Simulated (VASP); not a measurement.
Wanted: the native input for a VASP 6.6.1 run.

```
Task                   : single point
Functional             : LDA
Potentials or basis    : VASP PAW LDA potentials, release 64 (Ca_sv, Se)
Cutoff                 : 520 eV
k mesh                 : 9 × 9 × 9
Occupations            : fermi-dirac, width 0.03 eV
Spin                   : no spin polarisation
Dipole correction      : no
Further INCAR settings : ALGO = Normal; EDIFF = 1e-07; NBANDS = 15
```

The structure of CaSe lies in POSCAR:

```
CaSe
1.0
    0.0000000000      3.0093246679      3.0093246679
    3.0093246679      0.0000000000      3.0093246679
    3.0093246679      3.0093246679      0.0000000000
Ca Se
1 1
Direct
    0.0000000000      0.0000000000      0.0000000000
    0.5000000000      0.5000000000      0.5000000000
```

One way to write it, as run:

INCAR

```
SYSTEM = CaSe
PREC = Accurate
ENCUT = 520
EDIFF = 1E-7
ISMEAR = -1
SIGMA = 0.03
LREAL = .FALSE.
LASPH = .TRUE.
NELM = 80
ALGO = Normal
ISIF = 2
LWAVE = .FALSE.
LCHARG = .FALSE.
GGA = CA
NBANDS = 15
```

KPOINTS

```
regular mesh
0
G
  9 9 9
  0 0 0
```

Potentials or basis: VASP PAW LDA potentials, release 64 (Ca_sv, Se).

Command:

```sh
$ cat potpaw_LDA.64/Ca_sv/POTCAR potpaw_LDA.64/Se/POTCAR > POTCAR
$ mpirun -np 1 vasp_std > vasp.out
```

Results of the run:

```
Pressure               : -5.0 GPa
Band gap on the k mesh : 2.02 eV (least direct gap 2.83 eV)
```

Caveat: the cell stands under tension; an odd mesh through Γ misses points on the zone boundary, where band edges can lie.

Run time: 33 s on 1 thread of Intel Xeon 8259CL, on a shared host, peak memory 0.17 GiB.
